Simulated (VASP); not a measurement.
# Si (Im-3m) in VASP: further runs

The runs below take Si through single point, with RPBE.

All numbers are computed with VASP 6.6.1; they aren't measurements. Logs are shortened: lines on timing, memory, paths and dates and some standing lists are left out, and cuts for length are marked.

### Step 1. The cell of the first run

The structure is cubic, space group Im-3m (No. 229). The conventional cell has a = 3.093 Å, b = 3.093 Å, c = 3.093 Å, α = 90.00°, β = 90.00°, γ = 90.00°. Si (site symmetry m-3m) has 14 Si at 2.68 to 3.09 Å within 3.5 Å.

### Step 2. Single point, RPBE

Input file INCAR:

```
PREC = Accurate
ENCUT = 520
EDIFF = 1E-6
ISMEAR = -1
SIGMA = 0.1
LREAL = False
LASPH = True
NELM = 100
ALGO = Normal
ISIF = 2
LWAVE = False
LCHARG = False
GGA = RP
NBANDS = 8
```

Input file KPOINTS:

```
Automatic mesh
0
Gamma
  16 16 16
```

Input file POSCAR:

```
Si
1.0
   -1.5465756364      1.5465756364      1.5465756364
    1.5465756364     -1.5465756364      1.5465756364
    1.5465756364      1.5465756364     -1.5465756364
Si
1
Direct
    0.0000000000      0.0000000000      0.0000000000
```

Potentials or basis: VASP PAW PBE potentials, release 64 (Si).

Launch:

```sh
> cat potpaw_PBE.64/Si/POTCAR > POTCAR
> mpirun -np 1 vasp_std > vasp.out
```

OUTCAR:

```text
PREC = Accurate
   ENCUT = 520
   EDIFF = 1E-6
   ISMEAR = -1
   LREAL = False
   LASPH = True
   NELM = 100
   ISIF = 2
   GGA = RP

 ion  position               nearest neighbor table
   1  0.000  0.000  0.000-

  LATTYP: Found a body centered cubic cell.
 ALAT       =     3.0931512728

  Lattice vectors:

 A1 = (  -1.5465756364,   1.5465756364,   1.5465756364)
 A2 = (   1.5465756364,  -1.5465756364,   1.5465756364)
 A3 = (   1.5465756364,   1.5465756364,  -1.5465756364)

Analysis of symmetry for initial positions (statically):
=====================================================================
 Subroutine PRICEL returns:
 Original cell was already a primitive cell.

 Routine SETGRP: Setting up the symmetry group for a
 body centered cubic supercell.

 Subroutine GETGRP returns: Found 48 space group operations
 (whereof 48 operations were pure point group operations)
 out of a pool of 48 trial point group operations.

The static configuration has the point symmetry O_h .

Analysis of symmetry for dynamics (positions and initial velocities):
=====================================================================
 Subroutine PRICEL returns:
 Original cell was already a primitive cell.

 Routine SETGRP: Setting up the symmetry group for a
 body centered cubic supercell.

 Subroutine GETGRP returns: Found 48 space group operations
 (whereof 48 operations were pure point group operations)
 out of a pool of 48 trial point group operations.

The dynamic configuration has the point symmetry O_h .

 Subroutine INISYM returns: Found 48 space group operations
 (whereof 48 operations are pure point group operations),
 and found     1 'primitive' translations

----------------------------------------------------------------------------------------

                                     Primitive cell

  volume of cell :      14.7970

  direct lattice vectors                    reciprocal lattice vectors
    -1.546575636  1.546575636  1.546575636     0.000000000  0.323294890  0.323294890
     1.546575636 -1.546575636  1.546575636     0.323294890  0.000000000  0.323294890
     1.546575636  1.546575636 -1.546575636     0.323294890  0.323294890  0.000000000

  length of vectors
     2.678747580  2.678747580  2.678747580     0.457208018  0.457208018  0.457208018

  position of ions in fractional coordinates (direct lattice)
     0.000000000  0.000000000  0.000000000

  ion indices of the primitive-cell ions
   primitive index   ion index
                 1           1

----------------------------------------------------------------------------------------

 KPOINTS: Automatic mesh

Automatic generation of k-mesh.
 Grid dimensions read from file:
 generate k-points for:   16   16   16

 Generating k-lattice:

  Cartesian coordinates                     Fractional coordinates (reciprocal lattice)
     0.000000000  0.020205931  0.020205931     0.062500000  0.000000000  0.000000000
     0.020205931  0.000000000  0.020205931     0.000000000  0.062500000  0.000000000
     0.020205931  0.020205931  0.000000000     0.000000000  0.000000000  0.062500000

  Length of vectors
     0.028575501  0.028575501  0.028575501

  Shift w.r.t. Gamma in fractional coordinates (k-lattice)
     0.000000000  0.000000000  0.000000000

 Subroutine IBZKPT returns following result:
 ===========================================

 Found    145 irreducible k-points:

 Following reciprocal coordinates:
            Coordinates               Weight
  0.000000  0.000000  0.000000      1.000000
  0.062500  0.000000  0.000000     12.000000
  0.125000  0.000000  0.000000     12.000000
  0.187500  0.000000  0.000000     12.000000
  0.250000  0.000000  0.000000     12.000000
  0.312500  0.000000  0.000000     12.000000
[... 16 lines left out ...]
  0.187500  0.187500  0.000000     24.000000
  0.250000  0.187500  0.000000     48.000000
 [... further k-points ...]
   k-points           NKPTS =    145   k-points in BZ     NKDIM =    145   number of bands    NBANDS=      8
   number of dos      NEDOS =    301   number of ions     NIONS =      1
   total plane-waves  NPLWV =   8000
   dimension x,y,z NGX =    20 NGY =   20 NGZ =   20
   dimension x,y,z NGXF=    40 NGYF=   40 NGZF=   40
   ions per type =               1
   NGX,Y,Z   is equivalent  to a cutoff of  12.41, 12.41, 12.41 a.u.
   NGXF,Y,Z  is equivalent  to a cutoff of  24.82, 24.82, 24.82 a.u.
 SYSTEM =  unknown system
   PREC   = accura    normal or accurate (medium, high low for compatibility)
   ISTART =      0    job   : 0-new  1-cont  2-samecut
   ICHARG =      2    charge: 1-file 2-atom 10-const
   ISPIN  =      1    spin polarized calculation?
   LNONCOLLINEAR =      F non collinear calculations
   LSORBIT =      F    spin-orbit coupling
   LASPH  =      T    aspherical Exc in radial PAW
   ENCUT  =  520.0 eV  38.22 Ry    6.18 a.u.   4.98  4.98  4.98*2*pi/ulx,y,z
   NELM   =    100;   NELMIN=  2; NELMDL= -5     # of ELM steps
   EDIFF  = 0.1E-05   stopping-criterion for ELM
   LREAL  =      F    real-space projection
   EDIFFG = 0.1E-04   stopping-criterion for IOM
   NSW    =      0    number of steps for IOM
   IBRION =     -1    ionic relax: 0-MD 1-quasi-New 2-CG
   NFREE  =      0    steps in history (QN), initial steepest desc. (CG)
   ISIF   =      2    stress and relaxation
   ISYM   =      2    0-nonsym 1-usesym 2-fastsym
   POTIM  = 0.5000    time-step for ionic-motion
   TEBEG  =    0.0;   TEEND  =   0.0 temperature during run
   PSTRESS=    0.0 pullay stress
   NELECT =       4.0000    total number of electrons
   NUPDOWN=      -1.0000    fix difference up-down
   EMIN   =  10.00;   EMAX   =-10.00  energy-range for DOS
   EFERMI =   0.00;   METHOD = LEGACY
   ISMEAR =    -1;   SIGMA  =   0.10  broadening in eV -4-tet -1-fermi 0-gaus
   EFERMI_NEDOS =   21; number of points for ismear=-14 and -15
   IALGO  =     38    algorithm
   IMIX   =      4    mixing-type and parameters
     AMIX     =   0.40;   BMIX     =  1.00
     AMIX_MAG =   1.60;   BMIX_MAG =  1.00
  volume/ion in A,a.u.               =      14.80        99.86
  Fermi-wavevector in a.u.,A,eV,Ry     =   1.058531  2.000334 15.245169  1.120488
  Thomas-Fermi vector in A             =   2.193844
   LORBIT       =      0    0 simple, 1 ext, 2 COOP (PROOUT), +10 PAW based schemes
   GGA     = RP    functional components
   LHFCALC =     F    Hartree Fock is set to
   AEXX    =    0.0000 exact exchange contribution
   IVDW    =     0    specifies the selected vdW correction
   LEPSILON=     F    determine dielectric tensor
   LRPA    =     F    only Hartree local field effects (RPA)
 non-spin polarized calculation
  energy-cutoff  :      520.00
  volume of cell :       14.80
 maximum number of plane-waves:       420
   NGX =  9   NGY =  9   NGZ =  9

 number of electron       4.0000000 magnetization

 Free energy of the ion-electron system (eV)
  ---------------------------------------------------
  ext. energy  EPLUGINS =         0.00000000
  ---------------------------------------------------
  free energy    TOTEN  =        -4.61500284 eV

  energy without entropy =       -4.59752439  energy(sigma->0) =       -4.60626362

 E-fermi :   9.8161     XC(G=0): -11.0947

 val. band max:        9.8083293756   @ k =  -0.4375   0.5000   0.2500
 cond. band min:       9.8542811967   @ k =  -0.3750   0.5000   0.1250
 fundamental gap:      0.0459518211
 Fermi energy:         9.8160531281

 k-point     1 :       0.0000    0.0000    0.0000
  band No.  band energies     occupation
      1      -4.2874      2.00000
      2      21.1696      0.00000
      3      21.1696      0.00000
      4      21.1696      0.00000
      5      22.2529      0.00000
      6      22.2529      0.00000
      7      22.2529      0.00000
      8      25.9303      0.00000

 k-point     2 :       0.0625    0.0000    0.0000
  band No.  band energies     occupation
      1      -4.1687      2.00000
      2      19.6973      0.00000
      3      20.1161      0.00000
      4      21.0004      0.00000
      5      21.8605      0.00000
      6      22.9911      0.00000
      7      23.5046      0.00000
      8      25.0929      0.00000

 k-point     3 :       0.1250    0.0000    0.0000
  band No.  band energies     occupation
      1      -3.8128      2.00000
      2      17.2975      0.00000
      3      18.8542      0.00000
      4      20.5367      0.00000
      5      20.9762      0.00000
      6      22.9105      0.00000
      7      24.8731      0.00000
      8      25.3578      0.00000

 k-point     4 :       0.1875    0.0000    0.0000
  band No.  band energies     occupation
      1      -3.2210      2.00000
      2      14.6784      0.00000
      3      17.7656      0.00000
      4      19.9073      0.00000
      5      19.9897      0.00000
      6      22.0420      0.00000
      7      25.6236      0.00000
      8      25.9216      0.00000

 k-point     5 :       0.2500    0.0000    0.0000
  band No.  band energies     occupation
      1      -2.3954      2.00000
      2      12.0746      0.00000
      3      16.8714      0.00000
      4      19.0894      0.00000
      5      19.2583      0.00000
      6      21.2075      0.00000
      7      26.4406      0.00000
      8      26.5891      0.00000
[... 177 lines left out ...]
 k-point    22 :       0.4375    0.1250    0.0000
  band No.  band energies     occupation
      1       3.3257      2.00000
      2       3.7283      2.00000
      3      12.3356      0.00000
      4      15.7509      0.00000
      5      20.0142      0.00000
      6      22.8141      0.00000
      7      28.4074      0.00000
      8      28.8325      0.00000

 k-point    23 :       0.1875    0.1875    0.0000
  band No.  band energies     occupation
      1      -1.1047      2.00000
      2      11.3517      0.00000
      3      11.7168      0.00000
      4      16.5724      0.00000
      5      21.8190      0.00000
      6      22.7151      0.00000
      7      26.7462      0.00000
      8      27.7873      0.00000

 k-point    24 :       0.2500    0.1875    0.0000
  band No.  band energies     occupation
      1       0.0613      2.00000
      2       9.1336      1.99783
      3      10.8998      0.00004
      4      15.9835      0.00000
      5      21.6486      0.00000
      6      23.2143      0.00000
      7      26.9451      0.00000
      8      29.0359      0.00000

 [... further k-points ...]
[... 5 lines left out ...]
  --------------------------------------------------------------------------------------
  -------------------------------------------------------------------------------------
  Total       -0.0173953     -0.0173953     -0.0173953      0.0000000      0.0000000     -0.0000000
  in kB       -1.8835130     -1.8835130     -1.8835130      0.0000000      0.0000000     -0.0000000
  external PRESSURE =      -1.8835130 kB  Pullay stress =       0.0000000 kB

 VOLUME and BASIS-vectors are now :
 -----------------------------------------------------------------------------
  energy-cutoff  :      520.00
  volume of cell :       14.80
      direct lattice vectors                 reciprocal lattice vectors
    -1.546575636  1.546575636  1.546575636     0.000000000  0.323294890  0.323294890
     1.546575636 -1.546575636  1.546575636     0.323294890  0.000000000  0.323294890
     1.546575636  1.546575636 -1.546575636     0.323294890  0.323294890  0.000000000

 POSITION                                       TOTAL-FORCE (eV/Angst)
 -----------------------------------------------------------------------------------
      0.00000      0.00000      0.00000         0.000000      0.000000      0.000000
 -----------------------------------------------------------------------------------
    total drift:                                0.000000      0.000000     -0.000000

  FREE ENERGIE OF THE ION-ELECTRON SYSTEM (eV)
  ---------------------------------------------------
  free  energy   TOTEN  =        -4.6150028388 eV

  energy  without entropy=       -4.5975243936  energy(sigma->0) =       -4.60626362
```

Wall time 4.3 s (1 thread of Intel Xeon 6975P-C (Granite Rapids), shared host); peak memory 0.12 GiB.

Results:

| Item | Value |
| --- | --- |
| Free energy | -4.6150 eV |
| Pressure | -0.2 GPa |
| Band gap on the k mesh | zero (band 2 reaches 21.17 eV, above the bottom of band 3 at 5.87 eV) |

Caveat: the PAW data sets were made with another functional, which shifts forces and pressure a little.

### Step 3. Single point, RPBE (volume scaled by 1.04)

Input file INCAR:

```
SYSTEM = Si
ALGO = Normal ; EDIFF = 1E-6
ENCUT = 520 ; GGA = RP
ISIF = 2 ; ISMEAR = -1
LASPH = .True. ; LCHARG = .False.
LREAL = .False. ; LWAVE = .False.
NBANDS = 8 ; NELM = 80
PREC = Accurate ; SIGMA = 0.1
```

Input file KPOINTS:

```
k-points
0
Gamma
  16 16 16
  0 0 0
```

Input file POSCAR:

```
Si
1.0
   -1.5669276497      1.5669276497      1.5669276497
    1.5669276497     -1.5669276497      1.5669276497
    1.5669276497      1.5669276497     -1.5669276497
Si
1
Direct
    0.0000000000      0.0000000000      0.0000000000
```

Potentials or basis: VASP PAW PBE potentials, release 64 (Si).

Launch:

```sh
> cat potpaw_PBE.64/Si/POTCAR > POTCAR
> mpirun -np 1 vasp_std > vasp.out
```

OUTCAR:

```text
SYSTEM = Si
   EDIFF = 1E-6
   ENCUT = 520
   GGA = RP
   ISIF = 2
   ISMEAR = -1
   LASPH = .True.
   LREAL = .False.
   NELM = 80
   PREC = Accurate

 ion  position               nearest neighbor table
   1  0.000  0.000  0.000-

  LATTYP: Found a body centered cubic cell.
 ALAT       =     3.1338552994

  Lattice vectors:

 A1 = (  -1.5669276497,   1.5669276497,   1.5669276497)
 A2 = (   1.5669276497,  -1.5669276497,   1.5669276497)
 A3 = (   1.5669276497,   1.5669276497,  -1.5669276497)

Analysis of symmetry for initial positions (statically):
[... 432 lines left out ...]
      1      -0.2061      2.00000
      2       8.6278      1.99791
      3      10.3791      0.00005
      4      15.3211      0.00000
      5      20.8336      0.00000
      6      22.4241      0.00000
      7      26.0540      0.00000
      8      28.1057      0.00000

 [... further k-points ...]
[... 5 lines left out ...]
  --------------------------------------------------------------------------------------
  -------------------------------------------------------------------------------------
  Total       -0.3335816     -0.3335816     -0.3335816      0.0000000     -0.0000000      0.0000000
  in kB      -34.7300885    -34.7300885    -34.7300885      0.0000000     -0.0000000      0.0000000
  external PRESSURE =     -34.7300885 kB  Pullay stress =       0.0000000 kB

 VOLUME and BASIS-vectors are now :
 -----------------------------------------------------------------------------
  energy-cutoff  :      520.00
  volume of cell :       15.39
      direct lattice vectors                 reciprocal lattice vectors
    -1.566927650  1.566927650  1.566927650     0.000000000  0.319095780  0.319095780
     1.566927650 -1.566927650  1.566927650     0.319095780  0.000000000  0.319095780
     1.566927650  1.566927650 -1.566927650     0.319095780  0.319095780  0.000000000

 POSITION                                       TOTAL-FORCE (eV/Angst)
 -----------------------------------------------------------------------------------
      0.00000      0.00000      0.00000         0.000000      0.000000     -0.000000
 -----------------------------------------------------------------------------------
    total drift:                                0.000000      0.000000      0.000000

  FREE ENERGIE OF THE ION-ELECTRON SYSTEM (eV)
  ---------------------------------------------------
  free  energy   TOTEN  =        -4.6080840278 eV

  energy  without entropy=       -4.5904611405  energy(sigma->0) =       -4.59927258
```

OSZICAR:

```text
N       E                     dE             d eps       ncg     rms          rms(c)
DAV:   1    -0.206064471202E+01   -0.20606E+01   -0.17437E+03  2448   0.377E+02
DAV:   2    -0.461289441947E+01   -0.25522E+01   -0.24246E+01  3488   0.299E+01
DAV:   3    -0.462771592306E+01   -0.14822E-01   -0.14805E-01  2664   0.248E+00
DAV:   4    -0.462772898652E+01   -0.13063E-04   -0.13064E-04  3704   0.824E-02
DAV:   5    -0.462772899000E+01   -0.34804E-08   -0.36927E-08  2704   0.858E-04    0.293E+00
DAV:   6    -0.461523854908E+01    0.12490E-01   -0.45469E-03  2448   0.300E-01    0.160E+00
DAV:   7    -0.460810232113E+01    0.71362E-02   -0.91582E-03  2512   0.423E-01    0.172E-01
DAV:   8    -0.460808381373E+01    0.18507E-04   -0.61284E-05  3456   0.571E-02    0.959E-03
DAV:   9    -0.460808402783E+01   -0.21410E-06   -0.10127E-06  2600   0.553E-03
   1 F= -.46080840E+01 E0= -.45992726E+01  d E =-.176229E-01
```

stdout:

```text
POSCAR found type information on POSCAR Si
 POSCAR found :  1 types and       1 ions
 scaLAPACK will be used
 -----------------------------------------------------------------------------
|                                                                             |
|                                                                             |
|     You enforced a specific xc type in the INCAR file but a different       |
|     I HOPE YOU KNOW WHAT YOU ARE DOING!                                     |
|                                                                             |
 -----------------------------------------------------------------------------

 LDA part: xc-table for (Slater+PW92), standard interpolation
 POSCAR, INCAR and KPOINTS ok, starting setup
 FFT: planning ... GRIDC
 FFT: planning ... GRID_SOFT
 FFT: planning ... GRID
 WAVECAR not read
 entering main loop
```

Run time: 4.3 s. Hardware: 1 thread of Intel Xeon 6975P-C (Granite Rapids), shared host; peak memory 0.12 GiB.

What came out:

```yaml
Free_energy: -4.6081 eV
Pressure: -3.5 GPa
Band_gap_on_the_k_mesh: zero (band 2 reaches 20.17 eV, above the bottom of band 3 at 5.54 eV)
```

Caveat: the PAW data sets were made with another functional, which shifts forces and pressure a little.

### Step 4. Single point, RPBE (volume scaled by 1.08)

Input file INCAR:

```
SYSTEM = Si
  PREC = Accurate
  ENCUT = 520
  EDIFF = 1E-6
  ISMEAR = -1
  SIGMA = 0.1
  LREAL = .FALSE.
  LASPH = .TRUE.
  NELM = 60
  ALGO = Normal
  ISIF = 2
  LWAVE = .FALSE.
  LCHARG = .TRUE.
  GGA = RP
  LELF = .TRUE.
  LVHAR = .TRUE.
  NBANDS = 8
```

Input file KPOINTS:

```
regular mesh
0
G
  16 16 16
  0 0 0
```

Input file POSCAR:

```
Si
1.0
   -1.5867642828      1.5867642828      1.5867642828
    1.5867642828     -1.5867642828      1.5867642828
    1.5867642828      1.5867642828     -1.5867642828
Si
1
Direct
    0.0000000000      0.0000000000      0.0000000000
```

Launch:

```sh
> cat potpaw_PBE.64/Si/POTCAR > POTCAR
> mpirun -np 1 vasp_std > vasp.out
```

Wall time 4.8 s (1 thread of Intel Xeon 6975P-C (Granite Rapids), shared host); peak memory 0.13 GiB.

The run converged. Its results:

```
Free energy            : -4.5902 eV
Pressure               : -6.1 GPa
Band gap on the k mesh : zero (band 2 reaches 19.24 eV, above the bottom of band 3 at 5.23 eV)
```

Levels at points of the mesh, in eV from the Fermi level:
```tsv
k point	band 1	band 2	band 3	band 4	band 5
(0.00, 0.00, 0.00)	-13.42	10.40	10.40	10.40	12.11
(0.50, 0.00, 0.00)	-6.68	-5.97	5.03	7.51	7.58
(0.50, 0.50, 0.50)	-0.44	-0.44	-0.44	0.38	2.61
```

Caveat: the PAW data sets were made with another functional, which shifts forces and pressure a little.

### Step 5. Summary

| cell | gap on the mesh (eV) | pressure (GPa) |
| --- | --- | --- |
| a = 2.679 Å, angles 109.5°, 1 atom | none | -0.2 |
| a = 2.714 Å, angles 109.5°, 1 atom | none | -3.5 |
| a = 2.748 Å, angles 109.5°, 1 atom | none | -6.1 |

Alike in all rows: task single point; level RPBE; potentials or basis VASP PAW PBE potentials, release 64 (Si); no spin polarisation; k mesh 16 × 16 × 16; cutoff (eV) 520; smearing fermi-dirac 0.1 eV.

Caveats: the PAW data sets were made with another functional, which shifts forces and pressure a little.

Total energies depend on the potentials used, so only differences within one code and one set of settings carry meaning.
